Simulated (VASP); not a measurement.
# Si7Ge (P-42m) in VASP: a series of runs, part 2 of 2

VASP 6.6.1.

## 4. Single point, r2SCAN (strain +0.000 along x and y, +0.050 along z)

POSCAR

```
Si7Ge
1.0
    5.4679684304      0.0000000000      0.0000000000
    0.0000000000      5.4679684304      0.0000000000
    0.0000000000      0.0000000000      5.7413668519
Si Ge
7 1
Direct
    0.2524307582      0.2524307582      0.2524307582
    0.0000000000      0.5000000000      0.5000000000
    0.5000000000      0.5000000000      0.0000000000
    0.5000000000      0.0000000000      0.5000000000
    0.7475692418      0.2524307582      0.7475692418
    0.7475692418      0.7475692418      0.2524307582
    0.2524307582      0.7475692418      0.7475692418
    0.0000000000      0.0000000000      0.0000000000
```

INCAR.step1

```
SYSTEM = Si7Ge
ALGO = Normal
EDIFF = 1E-4
ENCUT = 520
GGA = PE
ISMEAR = 0
LASPH = .TRUE.
LCHARG = .FALSE.
LREAL = .FALSE.
LWAVE = .TRUE.
NBANDS = 31
NELM = 80
PREC = Accurate
SIGMA = 0.05
```

INCAR.step2

```
SYSTEM = Si7Ge
ALGO = Normal
EDIFF = 1E-6
ENCUT = 520
ISIF = 2
ISMEAR = 0
ISTART = 1
LASPH = .TRUE.
LCHARG = .FALSE.
LMIXTAU = .TRUE.
LREAL = .FALSE.
LWAVE = .FALSE.
METAGGA = R2SCAN
NBANDS = 31
NELM = 80
PREC = Accurate
SIGMA = 0.05
```

KPOINTS

```
k-points
0
G
  6 6 6
  0 0 0
```

Potentials or basis: VASP PAW PBE potentials, release 64 (Si, Ge_d).

Command:

```
$ cat potpaw_PBE.64/Si/POTCAR potpaw_PBE.64/Ge_d/POTCAR > POTCAR
$ cp INCAR.step1 INCAR
$ mpirun -np 1 vasp_std > vasp.out
$ cp INCAR.step2 INCAR
$ mpirun -np 1 vasp_std > vasp.out
```

OUTCAR:

```text
SYSTEM = Si7Ge
   EDIFF = 1E-6
   ENCUT = 520
   ISIF = 2
   ISMEAR = 0
   ISTART = 1
   LASPH = .TRUE.
   LREAL = .FALSE.
   METAGGA = R2SCAN
   NELM = 80
   PREC = Accurate

 ion  position               nearest neighbor table
   1  0.252  0.252  0.252-   2 2.40   4 2.40   3 2.40   8 2.43
   2  0.000  0.500  0.500-   1 2.40   5 2.40   6 2.40   7 2.40
   3  0.500  0.500  0.000-   1 2.40   5 2.40   6 2.40   7 2.40
   4  0.500  0.000  0.500-   1 2.40   5 2.40   6 2.40   7 2.40
   5  0.748  0.252  0.748-   2 2.40   4 2.40   3 2.40   8 2.43
   6  0.748  0.748  0.252-   2 2.40   4 2.40   3 2.40   8 2.43
   7  0.252  0.748  0.748-   2 2.40   4 2.40   3 2.40   8 2.43
   8  0.000  0.000  0.000-   1 2.43   5 2.43   6 2.43   7 2.43

  LATTYP: Found a simple tetragonal cell.
 ALAT       =     5.4679684304
 C/A-ratio  =     1.0500000000

  Lattice vectors:

 A1 = (   5.4679684304,   0.0000000000,   0.0000000000)
 A2 = (   0.0000000000,   5.4679684304,   0.0000000000)
 A3 = (   0.0000000000,   0.0000000000,   5.7413668519)
[... 191 lines left out ...]
 cond. band min:       5.7195160059   @ k =   0.0000   0.0000   0.0000
 fundamental gap:      0.5106846243
 Fermi energy:         5.4416837889

 k-point     1 :       0.0000    0.0000    0.0000
  band No.  band energies     occupation
      1     -19.6967      2.00000
      2     -19.6955      2.00000
      3     -19.6955      2.00000
      4     -19.6721      2.00000
      5     -19.6672      2.00000
      6      -7.1791      2.00000
[... 805 lines left out ...]
     30      10.3464      0.00000
     31      10.4726      0.00000

 [... further k-points ...]

------------------------ aborting loop because EDIFF is reached ----------------------------------------

  FORCE on cell =-STRESS in cart. coord.  units (eV):
  Direction    XX          YY          ZZ          XY          YZ          ZX
  --------------------------------------------------------------------------------------
  -------------------------------------------------------------------------------------
  Total       -2.7070540     -2.7070540     -8.4601418      0.0000000      0.0000000      0.0000000
  in kB      -25.2662159    -25.2662159    -78.9625071      0.0000000      0.0000000      0.0000000
  external PRESSURE =     -43.1649796 kB  Pullay stress =       0.0000000 kB

 VOLUME and BASIS-vectors are now :
 -----------------------------------------------------------------------------
  energy-cutoff  :      520.00
  volume of cell :      171.66
      direct lattice vectors                 reciprocal lattice vectors
     5.467968430  0.000000000  0.000000000     0.182883280  0.000000000  0.000000000
     0.000000000  5.467968430  0.000000000     0.000000000  0.182883280  0.000000000
     0.000000000  0.000000000  5.741366852     0.000000000  0.000000000  0.174174552

 POSITION                                       TOTAL-FORCE (eV/Angst)
 -----------------------------------------------------------------------------------
      1.38028      1.38028      1.44930         0.018698      0.018698      0.007237
      0.00000      2.73398      2.87068        -0.000000     -0.000000      0.000000
      2.73398      2.73398      0.00000        -0.000000     -0.000000      0.000000
      2.73398      0.00000      2.87068        -0.000000     -0.000000      0.000000
      4.08769      1.38028      4.29207        -0.018698      0.018698     -0.007237
      4.08769      4.08769      1.44930        -0.018698     -0.018698      0.007237
      1.38028      4.08769      4.29207         0.018698     -0.018698     -0.007237
      0.00000      0.00000      0.00000        -0.000000     -0.000000      0.000000
 -----------------------------------------------------------------------------------
    total drift:                               -0.000000     -0.000000     -0.000000

  FREE ENERGIE OF THE ION-ELECTRON SYSTEM (eV)
  ---------------------------------------------------
  free  energy   TOTEN  =       -75.0524998774 eV

  energy  without entropy=      -75.0524998774  energy(sigma->0) =      -75.05249988
```

OUTCAR.step1:

```text
SYSTEM = Si7Ge
   EDIFF = 1E-4
   ENCUT = 520
   GGA = PE
   ISMEAR = 0
[... 1062 lines left out ...]
      4.08769      1.38028      4.29207        -0.048835      0.048835     -0.039877
      4.08769      4.08769      1.44930        -0.048835     -0.048835      0.039877
      1.38028      4.08769      4.29207         0.048835     -0.048835     -0.039877
      0.00000      0.00000      0.00000        -0.000000      0.000000      0.000000
 -----------------------------------------------------------------------------------
    total drift:                               -0.000000     -0.000000     -0.000000

  FREE ENERGIE OF THE ION-ELECTRON SYSTEM (eV)
  ---------------------------------------------------
  free  energy   TOTEN  =       -42.3054454776 eV

  energy  without entropy=      -42.3054454731  energy(sigma->0) =      -42.30544548
```

OSZICAR.step1:

```text
N       E                     dE             d eps       ncg     rms          rms(c)
DAV:   1     0.220455330830E+03    0.22046E+03   -0.17408E+04  3180   0.169E+03
DAV:   2    -0.996553985180E+01   -0.23042E+03   -0.21646E+03  2731   0.459E+02
DAV:   3    -0.413941646104E+02   -0.31429E+02   -0.30878E+02  2983   0.100E+02
DAV:   4    -0.428255392558E+02   -0.14314E+01   -0.14282E+01  3191   0.244E+01
DAV:   5    -0.428608422516E+02   -0.35303E-01   -0.35298E-01  3230   0.380E+00    0.870E+00
DAV:   6    -0.424802150582E+02    0.38063E+00   -0.19671E-01  2978   0.208E+00    0.526E+00
DAV:   7    -0.422995922490E+02    0.18062E+00   -0.40315E-01  2840   0.265E+00    0.306E-01
DAV:   8    -0.423039497888E+02   -0.43575E-02   -0.28805E-02  3098   0.123E+00    0.163E-01
DAV:   9    -0.423051841481E+02   -0.12344E-02   -0.26171E-03  2999   0.325E-01    0.121E-01
DAV:  10    -0.423053577976E+02   -0.17365E-03   -0.27254E-04  2964   0.769E-02    0.587E-02
DAV:  11    -0.423054454776E+02   -0.87680E-04   -0.16315E-04  2444   0.727E-02
   1 F= -.42305445E+02 E0= -.42305445E+02  d E =-.450221E-08
```

Run time: 20 min. Hardware: 1 thread of Intel Xeon Platinum 8488C (Sapphire Rapids), shared host; peak memory 0.41 GiB.

What came out:

```yaml
Free_energy: -75.0525 eV
Pressure: -4.3 GPa
Largest_force: 0.027 eV/Å
Band_gap_on_the_k_mesh: 0.51 eV, direct
```

Forces in eV/Å, atoms in the order of the input:
```
Si   0.019  0.019  0.007
Si   0.000  0.000  0.000
Si   0.000  0.000  0.000
Si   0.000  0.000  0.000
Si  -0.019  0.019 -0.007
Si  -0.019 -0.019  0.007
Si   0.019 -0.019 -0.007
Ge   0.000  0.000  0.000
```

Caveat: the cell differs from its parent crystal (strain +0.000 along x and y, +0.050 along z); the PAW data sets were made with another functional, which shifts forces and pressure a little.

## 5. Single point, r2SCAN (strain +0.050 along x and y, -0.025 along z)

POSCAR, as its differences from that of step 4:

```diff
@@ -2,5 +2,5 @@
 1.0
-    5.4679684304      0.0000000000      0.0000000000
-    0.0000000000      5.4679684304      0.0000000000
-    0.0000000000      0.0000000000      5.7413668519
+    5.7413668519      0.0000000000      0.0000000000
+    0.0000000000      5.7413668519      0.0000000000
+    0.0000000000      0.0000000000      5.3312692196
 Si Ge
```

INCAR.step1

```
PREC     = Accurate       # precision mode
ENCUT    = 520            # plane-wave cutoff, eV
ISMEAR   = 0              # smearing method
SIGMA    = 0.05           # smearing width, eV
LREAL    = False          # projectors in reciprocal space
LASPH    = True           # aspherical terms in the spheres
NELM     = 80             # most SCF steps
NBANDS   = 31             # bands
GGA      = PE             # functional
ALGO     = Normal         # electronic algorithm
EDIFF    = 1E-4           # SCF threshold, eV
LWAVE    = True           # write WAVECAR
LCHARG   = False          # write CHGCAR
```

INCAR.step2

```
PREC     = Accurate       # precision mode
ENCUT    = 520            # plane-wave cutoff, eV
EDIFF    = 1E-7           # SCF threshold, eV
ISMEAR   = 0              # smearing method
SIGMA    = 0.05           # smearing width, eV
LREAL    = False          # projectors in reciprocal space
LASPH    = True           # aspherical terms in the spheres
NELM     = 80             # most SCF steps
ALGO     = Normal         # electronic algorithm
ISIF     = 2              # what is computed and relaxed
LWAVE    = False          # write WAVECAR
LCHARG   = False          # write CHGCAR
METAGGA  = R2SCAN         # meta-GGA
LMIXTAU  = True         
NBANDS   = 31             # bands
ISTART   = 1
```

KPOINTS

```
Automatic mesh
0
Gamma
  6 6 6
```

Command:

```
$ cat potpaw_PBE.64/Si/POTCAR potpaw_PBE.64/Ge_d/POTCAR > POTCAR
$ cp INCAR.step1 INCAR
$ mpirun -np 1 vasp_std > vasp.out
$ cp INCAR.step2 INCAR
$ mpirun -np 1 vasp_std > vasp.out
```

It took 19 min on 1 thread of Intel Xeon Platinum 8488C (Sapphire Rapids), shared host; peak memory 0.42 GiB.

It converged, with:

```yaml
Free_energy: -74.8253 eV
Pressure: -6.0 GPa
Largest_force: 0.034 eV/Å
Band_gap_on_the_k_mesh: 0.11 eV, indirect (least direct gap 0.24 eV)
```

Forces on the atoms (eV/Å):
```
Si   0.013  0.013  0.028
Si   0.000  0.000  0.000
Si   0.000  0.000  0.000
Si   0.000  0.000  0.000
Si  -0.013  0.013 -0.028
Si  -0.013 -0.013  0.028
Si   0.013 -0.013 -0.028
Ge   0.000  0.000  0.000
```

Stress tensor (GPa, compression positive):
```
-8.27  0.00  0.00
 0.00 -8.27  0.00
 0.00  0.00 -1.58
```

Levels at points of the mesh, in eV from the valence-band top:
| k point | band 17 | band 18 | band 19 | band 20 | band 21 | band 22 | band 23 | band 24 | band 25 | band 26 |
| --- | --- | --- | --- | --- | --- | --- | --- | --- | --- | --- |
| (0.00, 0.00, 0.00) | -2.95 | -2.92 | -0.49 | -0.49 | 0.00 | 0.24 | 0.40 | 0.86 | 0.99 | 0.99 |
| (0.50, 0.00, 0.00) | -3.95 | -2.17 | -2.10 | -1.96 | -1.89 | 1.19 | 1.36 | 3.01 | 3.05 | 3.75 |
| (0.50, 0.50, 0.00) | -3.63 | -2.14 | -2.02 | -1.95 | -1.95 | 1.77 | 1.77 | 1.82 | 2.02 | 4.58 |
| (0.00, 0.00, 0.50) | -3.65 | -2.51 | -2.51 | -2.39 | -2.39 | 0.56 | 0.72 | 3.11 | 3.15 | 4.83 |
| (0.50, 0.00, 0.50) | -4.04 | -1.62 | -1.51 | -1.43 | -1.41 | 2.41 | 2.42 | 2.42 | 2.68 | 4.07 |
| (0.50, 0.50, 0.50) | -1.80 | -1.34 | -1.23 | -1.23 | -1.09 | 0.63 | 1.02 | 1.02 | 1.12 | 2.93 |

Caveat: the cell differs from its parent crystal (strain +0.050 along x and y, -0.025 along z); the PAW data sets were made with another functional, which shifts forces and pressure a little. A k mesh can miss the band edges.

## 6. The runs side by side

```tsv
cell	gap on the mesh (eV)	pressure (GPa)	largest force (eV/Å)
a = 5.605, b = 5.605, c = 5.331 Å, 8 atoms	0.26	-2.4	0.03
a = 5.741, b = 5.741, c = 5.195 Å, 8 atoms	none	-4.3	0.04
a = 5.468, b = 5.468, c = 5.741 Å, 8 atoms	0.51	-4.3	0.03
a = 5.741, b = 5.741, c = 5.331 Å, 8 atoms	0.11	-6.0	0.03
```

Alike in all rows: task single point; level r2SCAN; potentials or basis VASP PAW PBE potentials, release 64 (Si, Ge_d); no spin polarisation; k mesh 6 × 6 × 6; cutoff (eV) 520; smearing gaussian 0.05 eV.

Caveats: the PAW data sets were made with another functional, which shifts forces and pressure a little.

Absolute energies hang on the potentials; compare differences alone.
